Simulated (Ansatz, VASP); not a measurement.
## One calculation of P, two programs

```xyz
1
Lattice="0.0000 1.9104 1.9104 1.9104 0.0000 1.9104 1.9104 1.9104 0.0000" Properties=species:S:1:pos:R:3 pbc="T T T"
P     0.0000    0.0000    0.0000
```

Alike in both runs: task single point; functional PBEsol; k mesh 16 × 16 × 16; occupations fermi-dirac, width 0.1 eV; no spin polarisation.

|  | VASP | Ansatz |
| --- | --- | --- |
| version | VASP 6.6.1 | Ansatz 0.2.0 |
| potentials or method | VASP PAW PBE potentials, release 64 (P), cutoff 520 eV | plane waves (420 eV) with PAW, scalar-relativistic |
| valence electrons in the cell | 5 | 5 |

Ansatz gave:

- pressure (GPa): 0.7

Q: Estimate VASP's values.

A: Pressure (GPa): 0.9.

VASP's potentials were made for PBE, not for PBEsol, and Ansatz warns of the same on its side.
